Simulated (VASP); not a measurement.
Wanted: the native input for a VASP 6.6.1 run.

```
Task                   : single point
Functional             : LDA
Potentials or basis    : VASP PAW LDA potentials, release 64 (Mn_pv, O)
Cutoff                 : 520 eV
k mesh                 : 9 × 9 × 5
Occupations            : fermi-dirac, width 0.05 eV
Spin                   : collinear spin, ferromagnetic start
Starting moments       : [4.0, 4.0, 0.0, 0.0] μB
Dipole correction      : no
Further INCAR settings : ALGO = Normal; EDIFF = 1e-06; NBANDS = 31
```

The structure of MnO lies in POSCAR:

```
MnO
1.0
    3.4160695619      0.0000000000      0.0000000000
   -1.7080347809      2.9584030216      0.0000000000
    0.0000000000      0.0000000000      5.4563699693
Mn O
2 2
Direct
    0.6666666667      0.3333333333      0.5109600000
    0.3333333333      0.6666666667      0.0109600000
    0.6666666667      0.3333333333      0.8754700000
    0.3333333333      0.6666666667      0.3754700000
```

This cell differs from its parent crystal: volume scaled by 1.04.

These files were run (other wordings do the same):

INCAR

```
  ALGO = Normal
  EDIFF = 1E-6
  ENCUT = 520
  GGA = CA
  ISIF = 2
  ISMEAR = -1
  ISPIN = 2
  LASPH = True
  LCHARG = False
  LMAXMIX = 4
  LORBIT = 11
  LREAL = False
  LWAVE = False
  MAGMOM = 4 4 0 0
  NBANDS = 31
  NELM = 150
  PREC = Accurate
  SIGMA = 0.05
```

KPOINTS

```
k-points
0
Gamma
  9 9 5
```

Potentials or basis: VASP PAW LDA potentials, release 64 (Mn_pv, O).

Run with:

```console
$ cat potpaw_LDA.64/Mn_pv/POTCAR potpaw_LDA.64/O/POTCAR > POTCAR
$ mpirun -np 1 vasp_std > vasp.out
```

It gave:

The pressure is -8.6 GPa, the largest force is 0.470 eV/Å and the net moment is 9.93 μB per cell. The site moments are Mn +4.36; O +0.21 μB and the valence electrons inside the program's atomic spheres are Mn 11.40; O 4.96.

Caveat: only a ferromagnetic start was run, and an antiferromagnetic order may lie lower in energy.

Wall time 110 s on 1 thread of Intel(R) Xeon(R) Platinum 8259CL CPU @ 2.50GHz (Skylake/Cascade Lake), on a shared host, peak memory 0.21 GiB.
